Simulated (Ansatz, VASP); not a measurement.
# Cs: VASP beside Ansatz

```
CELL_PARAMETERS angstrom
-2.50216 2.50216 9.40184
2.50216 -2.50216 9.40184
2.50216 2.50216 -9.40184
ATOMIC_POSITIONS crystal
Cs 0.25000 0.75000 0.50000
Cs 0.50000 0.50000 0.00000
```

Change from the starting cell: volume scaled by 0.9405, PAW files.

Alike in both runs: task electric field gradients; functional LDA; k mesh 9 × 9 × 9; occupations fermi-dirac, width 0.03 eV; no spin polarisation.

|  | VASP | Ansatz |
| --- | --- | --- |
| version | VASP 6.6.1 | Ansatz 0.2.0 |
| potentials or method | VASP PAW LDA potentials, release 64 (Cs_sv) | PAW with Ansatz's default frozen-core files, scalar-relativistic |
| plane-wave cutoff (eV) | 520 | 420 |
| valence electrons in the cell | 18 | 18 |

|  | VASP | Ansatz | Ansatz less VASP |
| --- | --- | --- | --- |
| pressure (GPa) | -0.3 | -0.2 | +0.01 |
| traceless stress, the component that is largest in VASP (GPa) | -0.09 | -0.09 | 0.000 |
| size of Vzz on the site where it differs most (V/Å²) | 5.0 | 5.2 | +0.20 |

LDA's correlation is that of Perdew and Zunger in VASP and of Perdew and Wang (1992) in Ansatz.

Spin-orbit coupling is off throughout.
